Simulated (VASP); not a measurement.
# Au (P6/mmm) in VASP: notebook

The runs below take Au through single point, with revPBE.

All numbers are computed with VASP 6.6.1; they aren't measurements. Logs are shortened: lines on timing, memory, paths and dates and some standing lists are left out, and cuts for length are marked.

**1. The cell of the first run**

Symmetry: P6/mmm, No. 191, hexagonal system. The conventional cell has a = 4.896 Å, b = 4.896 Å, c = 2.926 Å, α = 90.00°, β = 90.00°, γ = 120.00°. Within 3.9 Å of Au (site symmetry 6/mmm) lie 14 Au at 2.93 to 3.18 Å. Au (site symmetry -6m2) has 11 Au at 2.83 to 3.18 Å within 3.7 Å.

**2. Single point, revPBE (volume scaled by 1.08)**

INCAR reads:

```
SYSTEM = Au
ALGO     = Normal         ! electronic algorithm
EDIFF    = 1E-6           ! SCF threshold, eV
ENCUT    = 520            ! plane-wave cutoff, eV
GGA      = RE             ! functional
ISIF     = 2              ! what is computed and relaxed
ISMEAR   = -1             ! smearing method
LASPH    = .TRUE.         ! aspherical terms in the spheres
LCHARG   = .FALSE.        ! write CHGCAR
LREAL    = .FALSE.        ! projectors in reciprocal space
LWAVE    = .FALSE.        ! write WAVECAR
NBANDS   = 24             ! bands
NELM     = 60             ! most SCF steps
PREC     = Accurate       ! precision mode
SIGMA    = 0.1            ! smearing width, eV
```

KPOINTS reads:

```
k-points
0
G
  9 9 12
  0 0 0
```

POSCAR reads:

```
Au
1.0
    4.8961712813      0.0000000000      0.0000000000
   -2.4480856407      4.2402087108      0.0000000000
    0.0000000000      0.0000000000      2.9264847134
Au
3
Direct
    1.0000000000      0.0000000000      0.0000000000
    0.3333333333      0.6666666667      0.5000000000
    0.6666666667      0.3333333333      0.5000000000
```

Potentials or basis: VASP PAW PBE potentials, release 64 (Au).

Command:

```bash
> cat potpaw_PBE.64/Au/POTCAR > POTCAR
> mpirun -np 1 vasp_std > vasp.out
```

OUTCAR:

```text
SYSTEM = Au
   EDIFF = 1E-6
   ENCUT = 520
   GGA = RE
   ISIF = 2
   ISMEAR = -1
   LASPH = .TRUE.
   LREAL = .FALSE.
   NELM = 60
   PREC = Accurate

 ion  position               nearest neighbor table
   1  0.000  0.000  0.000-   2 3.18   3 3.18   2 3.18   3 3.18   2 3.18   2 3.18   3 3.18   3 3.18
                             3 3.18   3 3.18   2 3.18   2 3.18
   2  0.333  0.667  0.500-   3 2.83   3 2.83   3 2.83   1 3.18   1 3.18   1 3.18   1 3.18   1 3.18
                             1 3.18
   3  0.667  0.333  0.500-   2 2.83   2 2.83   2 2.83   1 3.18   1 3.18   1 3.18   1 3.18   1 3.18
                             1 3.18

  LATTYP: Found a hexagonal cell.
 ALAT       =     4.8961712813
 C/A-ratio  =     0.5977088107

  Lattice vectors:

 A1 = (   4.8961712813,   0.0000000000,   0.0000000000)
 A2 = (  -2.4480856407,   4.2402087108,   0.0000000000)
 A3 = (   0.0000000000,   0.0000000000,   2.9264847134)

Analysis of symmetry for initial positions (statically):
=====================================================================
 Subroutine PRICEL returns:
 Original cell was already a primitive cell.

 Routine SETGRP: Setting up the symmetry group for a
 hexagonal supercell.

 Subroutine GETGRP returns: Found 24 space group operations
 (whereof 24 operations were pure point group operations)
 out of a pool of 24 trial point group operations.

The static configuration has the point symmetry D_6h.

Analysis of symmetry for dynamics (positions and initial velocities):
=====================================================================
 Subroutine PRICEL returns:
 Original cell was already a primitive cell.

 Routine SETGRP: Setting up the symmetry group for a
 hexagonal supercell.

 Subroutine GETGRP returns: Found 24 space group operations
 (whereof 24 operations were pure point group operations)
 out of a pool of 24 trial point group operations.

The dynamic configuration has the point symmetry D_6h.

 Subroutine INISYM returns: Found 24 space group operations
 (whereof 24 operations are pure point group operations),
 and found     1 'primitive' translations

----------------------------------------------------------------------------------------

                                     Primitive cell

  volume of cell :      60.7561

  direct lattice vectors                    reciprocal lattice vectors
     4.896171281  0.000000000  0.000000000     0.204241221  0.117918724  0.000000000
    -2.448085641  4.240208711  0.000000000     0.000000000  0.235837448  0.000000000
     0.000000000  0.000000000  2.926484713     0.000000000  0.000000000  0.341706893

  length of vectors
     4.896171281  4.896171281  2.926484713     0.235837448  0.235837448  0.341706893

  position of ions in fractional coordinates (direct lattice)
     0.000000000  0.000000000  0.000000000
     0.333333333  0.666666667  0.500000000
     0.666666667  0.333333333  0.500000000

  ion indices of the primitive-cell ions
   primitive index   ion index
                 1           1
                 2           2
                 3           3

----------------------------------------------------------------------------------------

 KPOINTS: k-points

Automatic generation of k-mesh.
 Grid dimensions read from file:
 generate k-points for:    9    9   12

 Generating k-lattice:

  Cartesian coordinates                     Fractional coordinates (reciprocal lattice)
     0.022693469  0.013102080  0.000000000     0.111111111  0.000000000  0.000000000
     0.000000000  0.026204161  0.000000000     0.000000000  0.111111111  0.000000000
     0.000000000  0.000000000  0.028475574     0.000000000  0.000000000  0.083333333

  Length of vectors
     0.026204161  0.026204161  0.028475574

  Shift w.r.t. Gamma in fractional coordinates (k-lattice)
     0.000000000  0.000000000  0.000000000

 Subroutine IBZKPT returns following result:
 ===========================================

 Found     84 irreducible k-points:

 Following reciprocal coordinates:
            Coordinates               Weight
  0.000000  0.000000  0.000000      1.000000
  0.111111  0.000000  0.000000      6.000000
  0.222222  0.000000  0.000000      6.000000
  0.333333 -0.000000  0.000000      6.000000
  0.444444  0.000000  0.000000      6.000000
  0.111111  0.111111  0.000000      6.000000
[... 16 lines left out ...]
  0.333333  0.222222  0.083333     24.000000
  0.333333  0.333333  0.083333      4.000000
 [... further k-points ...]
   k-points           NKPTS =     84   k-points in BZ     NKDIM =     84   number of bands    NBANDS=     24
   number of dos      NEDOS =    301   number of ions     NIONS =      3
   total plane-waves  NPLWV =  31104
   dimension x,y,z NGX =    36 NGY =   36 NGZ =   24
   dimension x,y,z NGXF=    72 NGYF=   72 NGZF=   48
   ions per type =               3
   NGX,Y,Z   is equivalent  to a cutoff of  12.22, 12.22, 13.63 a.u.
   NGXF,Y,Z  is equivalent  to a cutoff of  24.45, 24.45, 27.27 a.u.
 SYSTEM =  Au
   PREC   = accura    normal or accurate (medium, high low for compatibility)
   ISTART =      0    job   : 0-new  1-cont  2-samecut
   ICHARG =      2    charge: 1-file 2-atom 10-const
   ISPIN  =      1    spin polarized calculation?
   LNONCOLLINEAR =      F non collinear calculations
   LSORBIT =      F    spin-orbit coupling
   LASPH  =      T    aspherical Exc in radial PAW
   ENCUT  =  520.0 eV  38.22 Ry    6.18 a.u.   9.10  9.10  5.44*2*pi/ulx,y,z
   NELM   =     60;   NELMIN=  2; NELMDL= -5     # of ELM steps
   EDIFF  = 0.1E-05   stopping-criterion for ELM
   LREAL  =      F    real-space projection
   EDIFFG = 0.1E-04   stopping-criterion for IOM
   NSW    =      0    number of steps for IOM
   IBRION =     -1    ionic relax: 0-MD 1-quasi-New 2-CG
   NFREE  =      0    steps in history (QN), initial steepest desc. (CG)
   ISIF   =      2    stress and relaxation
   ISYM   =      2    0-nonsym 1-usesym 2-fastsym
   POTIM  = 0.5000    time-step for ionic-motion
   TEBEG  =    0.0;   TEEND  =   0.0 temperature during run
   PSTRESS=    0.0 pullay stress
   NELECT =      33.0000    total number of electrons
   NUPDOWN=      -1.0000    fix difference up-down
   EMIN   =  10.00;   EMAX   =-10.00  energy-range for DOS
   EFERMI =   0.00;   METHOD = LEGACY
   ISMEAR =    -1;   SIGMA  =   0.10  broadening in eV -4-tet -1-fermi 0-gaus
   EFERMI_NEDOS =   21; number of points for ismear=-14 and -15
   IALGO  =     38    algorithm
   IMIX   =      4    mixing-type and parameters
     AMIX     =   0.40;   BMIX     =  1.00
     AMIX_MAG =   1.60;   BMIX_MAG =  1.00
  volume/ion in A,a.u.               =      20.25       136.67
  Fermi-wavevector in a.u.,A,eV,Ry     =   1.335722  2.524149 24.274883  1.784154
  Thomas-Fermi vector in A             =   2.464404
   LORBIT       =      0    0 simple, 1 ext, 2 COOP (PROOUT), +10 PAW based schemes
   GGA     = RE    functional components
   LHFCALC =     F    Hartree Fock is set to
   AEXX    =    0.0000 exact exchange contribution
   IVDW    =     0    specifies the selected vdW correction
   LEPSILON=     F    determine dielectric tensor
   LRPA    =     F    only Hartree local field effects (RPA)
 non-spin polarized calculation
  energy-cutoff  :      520.00
  volume of cell :       60.76
 maximum number of plane-waves:      1661
   NGX = 19   NGY = 19   NGZ = 11

 number of electron      32.9999994 magnetization

 Free energy of the ion-electron system (eV)
  ---------------------------------------------------
  ext. energy  EPLUGINS =         0.00000000
  ---------------------------------------------------
  free energy    TOTEN  =        -7.93826142 eV

  energy without entropy =       -7.90716507  energy(sigma->0) =       -7.92271325

 E-fermi :   6.9554     XC(G=0): -11.6148

 val. band max:        6.9377802588   @ k =   0.0000   0.0000   0.5000
 cond. band min:       6.9710337608   @ k =   0.1111   0.0000   0.5000
 fundamental gap:      0.0332535020
 Fermi energy:         6.9554462757

 k-point     1 :       0.0000    0.0000    0.0000
  band No.  band energies     occupation
      1      -1.2063      2.00000
      2       1.3449      2.00000
      3       2.2925      2.00000
      4       2.6647      2.00000
      5       2.8021      2.00000
      6       2.8021      2.00000
[... 16 lines left out ...]
     23      17.9799      0.00000
     24      23.0038      0.00000

 k-point     2 :       0.1111    0.0000    0.0000
  band No.  band energies     occupation
      1      -1.0775      2.00000
      2       1.3706      2.00000
      3       2.1805      2.00000
      4       2.4141      2.00000
      5       2.5740      2.00000
      6       2.6857      2.00000
[... 16 lines left out ...]
     23      18.2070      0.00000
     24      22.8290      0.00000

 k-point     3 :       0.2222    0.0000    0.0000
  band No.  band energies     occupation
      1      -0.7030      2.00000
      2       1.4066      2.00000
      3       1.8354      2.00000
      4       2.1584      2.00000
      5       2.4073      2.00000
      6       2.6044      2.00000
[... 16 lines left out ...]
     23      18.8583      0.00000
     24      22.0510      0.00000

 k-point     4 :       0.3333   -0.0000    0.0000
  band No.  band energies     occupation
      1      -0.1236      2.00000
      2       1.2615      2.00000
      3       1.6302      2.00000
      4       1.9894      2.00000
      5       2.3394      2.00000
      6       2.4590      2.00000
[... 16 lines left out ...]
     23      19.8601      0.00000
     24      20.7170      0.00000

 k-point     5 :       0.4444    0.0000    0.0000
  band No.  band energies     occupation
      1       0.5651      2.00000
      2       1.0725      2.00000
      3       1.2730      2.00000
      4       2.0553      2.00000
      5       2.2568      2.00000
      6       2.3306      2.00000
[... 451 lines left out ...]
 k-point    22 :       0.2222    0.2222    0.0833
  band No.  band energies     occupation
      1       0.2995      2.00000
      2       1.3042      2.00000
      3       1.5420      2.00000
      4       2.0084      2.00000
      5       2.3651      2.00000
      6       2.6374      2.00000
[... 16 lines left out ...]
     23      18.8227      0.00000
     24      19.1933      0.00000

 k-point    23 :       0.3333    0.2222    0.0833
  band No.  band energies     occupation
      1       0.7967      2.00000
      2       1.1465      2.00000
      3       1.3300      2.00000
      4       2.1694      2.00000
      5       2.2987      2.00000
      6       2.5347      2.00000
[... 16 lines left out ...]
     23      19.7923      0.00000
     24      20.0496      0.00000

 k-point    24 :       0.3333    0.3333    0.0833
  band No.  band energies     occupation
      1       0.8944      2.00000
      2       1.2125      2.00000
      3       1.2125      2.00000
      4       2.2615      2.00000
      5       2.2615      2.00000
      6       2.5094      2.00000
[... 16 lines left out ...]
     23      20.5684      0.00000
     24      20.7816      0.00000

 [... further k-points ...]
[... 5 lines left out ...]
  --------------------------------------------------------------------------------------
  -------------------------------------------------------------------------------------
  Total       -2.6342272     -2.6342272     -3.2003118      0.0000000     -0.0000000      0.0000000
  in kB      -69.4662275    -69.4662275    -84.3942339      0.0000000     -0.0000000      0.0000000
  external PRESSURE =     -74.4422296 kB  Pullay stress =       0.0000000 kB

 VOLUME and BASIS-vectors are now :
 -----------------------------------------------------------------------------
  energy-cutoff  :      520.00
  volume of cell :       60.76
      direct lattice vectors                 reciprocal lattice vectors
     4.896171281  0.000000000  0.000000000     0.204241221  0.117918724  0.000000000
    -2.448085641  4.240208711  0.000000000     0.000000000  0.235837448  0.000000000
     0.000000000  0.000000000  2.926484713     0.000000000  0.000000000  0.341706893

 POSITION                                       TOTAL-FORCE (eV/Angst)
 -----------------------------------------------------------------------------------
      0.00000      0.00000      0.00000         0.000000      0.000000      0.000000
     -0.00000      2.82681      1.46324         0.000000      0.000000      0.000000
      2.44809      1.41340      1.46324        -0.000000     -0.000000      0.000000
 -----------------------------------------------------------------------------------
    total drift:                                0.000000      0.000000     -0.000000

  FREE ENERGIE OF THE ION-ELECTRON SYSTEM (eV)
  ---------------------------------------------------
  free  energy   TOTEN  =        -7.9382614239 eV

  energy  without entropy=       -7.9071650669  energy(sigma->0) =       -7.92271325
```

It took 30 s on 1 thread of Intel Xeon 6975P-C (Granite Rapids), shared host; peak memory 0.24 GiB.

What came out:

- Free energy: -7.9383 eV
- Pressure: -7.4 GPa

Levels at points of the mesh, in eV from the Fermi level:
| k point | band 14 | band 15 | band 16 | band 17 | band 18 | band 19 |
| --- | --- | --- | --- | --- | --- | --- |
| (0.00, 0.00, 0.00) | -2.97 | -1.81 | -1.81 | 2.36 | 3.11 | 4.85 |
| (0.00, 0.00, 0.50) | -2.03 | -1.27 | -0.02 | 0.26 | 6.27 | 6.30 |

Caveat: the cell differs from its parent crystal (volume scaled by 1.08); the PAW data sets were made with another functional, which shifts forces and pressure a little; spin-orbit coupling is left out, which moves the levels of the heavy elements.

**3. Single point, revPBE (volume scaled by 1.12)**

INCAR reads:

```
SYSTEM = Au
PREC = Accurate ; ENCUT = 520
EDIFF = 1E-7 ; ISMEAR = -1
SIGMA = 0.1 ; LREAL = .FALSE.
LASPH = .TRUE. ; NELM = 100
ALGO = Normal ; ISIF = 2
LWAVE = .FALSE. ; LCHARG = .FALSE.
GGA = RE ; NBANDS = 24
```

KPOINTS reads:

```
regular mesh
0
G
  9 9 12
  0 0 0
```

POSCAR reads:

```
Au
1.0
    4.9558865724      0.0000000000      0.0000000000
   -2.4779432862      4.2919236699      0.0000000000
    0.0000000000      0.0000000000      2.9621770690
Au
3
Direct
    1.0000000000      0.0000000000      0.0000000000
    0.3333333333      0.6666666667      0.5000000000
    0.6666666667      0.3333333333      0.5000000000
```

Potentials or basis: VASP PAW PBE potentials, release 64 (Au).

Command:

```bash
> cat potpaw_PBE.64/Au/POTCAR > POTCAR
> mpirun -np 1 vasp_std > vasp.out
```

Run time: 38 s. Hardware: 1 thread of Intel Xeon 6975P-C (Granite Rapids), shared host; peak memory 0.24 GiB.

It converged, with:

```
Free energy : -7.8185 eV
Pressure    : -9.7 GPa
```

Stress tensor (GPa, compression positive):
```
 -9.26   0.00   0.00
  0.00  -9.26   0.00
  0.00   0.00 -10.60
```

Levels at points of the mesh, in eV from the Fermi level:
| k point | band 14 | band 15 | band 16 | band 17 | band 18 | band 19 |
| --- | --- | --- | --- | --- | --- | --- |
| (0.00, 0.00, 0.00) | -2.88 | -1.79 | -1.79 | 2.24 | 2.97 | 4.76 |
| (0.00, 0.00, 0.50) | -2.00 | -1.29 | -0.03 | 0.20 | 6.19 | 6.22 |

Caveat: the cell differs from its parent crystal (volume scaled by 1.12); the PAW data sets were made with another functional, which shifts forces and pressure a little; spin-orbit coupling is left out, which moves the levels of the heavy elements.

**4. Single point, revPBE**

This run uses another cell than the first one, of 18.75 Å³/atom, 0.926 times its volume.

INCAR reads:

```
PREC = Accurate
ENCUT = 520
EDIFF = 1E-6
ISMEAR = -1
SIGMA = 0.1
LREAL = F
LASPH = T
NELM = 60
ALGO = Normal
ISIF = 2
LWAVE = F
LCHARG = F
GGA = RE
NBANDS = 24
```

KPOINTS reads:

```
regular mesh
0
Gamma
  10 10 15
```

POSCAR reads:

```
Au
1.0
    4.7721638919      0.0000000000      0.0000000000
   -2.3860819460      4.1328151614      0.0000000000
    0.0000000000      0.0000000000      2.8523644042
Au
3
Direct
    1.0000000000      0.0000000000      0.0000000000
    0.3333333333      0.6666666667      0.5000000000
    0.6666666667      0.3333333333      0.5000000000
```

Command:

```bash
> cat potpaw_PBE.64/Au/POTCAR > POTCAR
> mpirun -np 1 vasp_std > vasp.out
```

Wall time 40 s (1 thread of Intel Xeon 6975P-C (Granite Rapids), shared host); peak memory 0.25 GiB.

It converged, with:

```
Free energy : -8.0487 eV
Pressure    : -0.2 GPa
```

Stress tensor (GPa, compression positive):
```
 0.01  0.00  0.00
 0.00  0.01  0.00
 0.00  0.00 -0.57
```

Levels at points of the mesh, in eV from the Fermi level:
```tsv
k point	band 13	band 14	band 15	band 16	band 17	band 18	band 19	band 20
(0.00, 0.00, 0.00)	-3.17	-3.17	-1.82	-1.82	2.64	3.45	5.05	5.05
(0.50, 0.00, 0.00)	-2.23	-2.19	-2.19	-1.96	-1.75	-0.29	2.88	10.69
```

Caveat: the PAW data sets were made with another functional, which shifts forces and pressure a little; spin-orbit coupling is left out, which moves the levels of the heavy elements.

**5. Summary**

```tsv
cell	k mesh	gap on the mesh (eV)	pressure (GPa)
a = 4.896, b = 4.896, c = 2.926 Å, angles 90.0, 90.0, 120.0°, 3 atoms	9 × 9 × 12	none	-7.4
a = 4.956, b = 4.956, c = 2.962 Å, angles 90.0, 90.0, 120.0°, 3 atoms	9 × 9 × 12	none	-9.7
a = 4.772, b = 4.772, c = 2.852 Å, angles 90.0, 90.0, 120.0°, 3 atoms	10 × 10 × 15	none	-0.2
```

Alike in all rows: task single point; level revPBE; potentials or basis VASP PAW PBE potentials, release 64 (Au); no spin polarisation; cutoff (eV) 520; smearing fermi-dirac 0.1 eV.

Caveats: the PAW data sets were made with another functional, which shifts forces and pressure a little; spin-orbit coupling is left out, which moves the levels of the heavy elements.

Absolute energies hang on the potentials; compare differences alone.
